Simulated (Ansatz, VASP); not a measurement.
SiO2 in VASP and in Ansatz

```
Si O
1.0
     0.00000    2.26417    2.35564
     2.26417    0.00000    2.35564
     2.26417    2.26417    0.00000
Si O
1 2
Direct
  0.00000 0.00000 0.00000
  0.25000 0.25000 0.25000
  0.75000 0.75000 0.75000
```

Change from the starting cell: uniaxial_z strain +4.0%.

Alike in both runs: task single point; functional HSE06; k mesh 6 × 6 × 6; no spin polarisation.

|  | VASP | Ansatz |
| --- | --- | --- |
| version | VASP 6.6.1 | Ansatz 0.2.0 |
| potentials or method | VASP PAW PBE potentials, release 64 (Si, O) | plane waves, PAW |
| plane-wave cutoff (eV) | 520 | 420 |
| occupations | gaussian, width 0.01 eV | fixed |
| valence electrons in the cell | 16 | 16 |

```tsv
	VASP	Ansatz	Ansatz less VASP
gap on the k mesh at the Fermi level (eV)	2.90	2.93	+0.036
pressure (GPa)	-14.5	-14.8	-0.32
traceless stress, the component that is largest in VASP (GPa)	-27.30	-27.33	-0.032
```

Ansatz's warnings: stress exchange threshold loose, stress scf threshold loose.
